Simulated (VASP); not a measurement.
Here is a VASP 6.6.1 calculation.

File INCAR:

```
  PREC = Accurate
  ENCUT = 400
  EDIFF = 1E-6
  ISMEAR = -1
  SIGMA = 0.2241
  LREAL = Auto
  LASPH = T
  NELM = 120
  ALGO = Normal
  ISIF = 2
  LWAVE = F
  LCHARG = T
  GGA = PS
  LELF = T
  LVHAR = T
  NBANDS = 87
  GGA_COMPAT = F
  ISYM = -1
```

Contents of KPOINTS:

```
explicit points
2
Reciprocal
  0.25000000   0.25000000   0.00000000 2
  0.25000000   0.75000000   0.00000000 2
```

Contents of POSCAR:

```
SrCl2
1.0
    7.1960246848      3.5980123424     -3.5980123424
    3.5980123424      7.1960246848      3.5980123424
    7.1960246848     -3.5980123424      3.5980123424
Sr Cl
6 12
Direct
    0.5118779458     -0.0024453316      0.4904737205
    0.7786972084      0.3711948541      0.4597739926
    0.0249855545     -0.0122544512      0.0327928280
    0.3543736686      0.2960477152     -0.0133666857
    0.6873216185      0.6479448776      0.0047559592
    0.1670610121      0.6690272585      0.5080808724
    0.4114305184      0.3712795305      0.6596202359
    0.7658112511      0.6704624953      0.6459191295
    0.9346454876      0.3552380810      0.1535347707
    0.3258808999      0.6484658133      0.0395202924
    0.6412396940     -0.0351281915      0.1172238892
    0.1211587700      1.0297479962      0.5718773462
    0.3671352516      0.9921674322      0.9344705298
    0.7570218149      0.3069112133      0.8725852502
    0.8634073124      0.0276435035      0.3311938333
    0.2231340085      0.3845608450      0.3662122652
    0.5167829456      0.6971078551      0.3895363930
   -0.0145328388      0.6995945058      0.9201066269
```

Potentials or basis: VASP PAW PBE potentials, release 64 (Sr_sv, Cl).

Command:

```bash
$ cat potpaw_PBE.64/Sr_sv/POTCAR potpaw_PBE.64/Cl/POTCAR > POTCAR
$ mpirun -np 1 vasp_std > vasp.out
```

Estimate the pressure.

-0.7 GPa.

What does it give for the band gap on the k mesh?

4.31 eV.

Predict the largest force.

2.479 eV/Å.

Stress tensor (GPa, compression positive):
```
-1.29 -0.42  0.70
-0.42 -0.73 -0.89
 0.70 -0.89 -0.19
```

Caveat: the atoms stand as in a frame of molecular dynamics; the PAW data sets were made with another functional, which shifts forces and pressure a little; a shifted mesh leaves out Γ, where band edges can lie. A k mesh can miss the band edges.
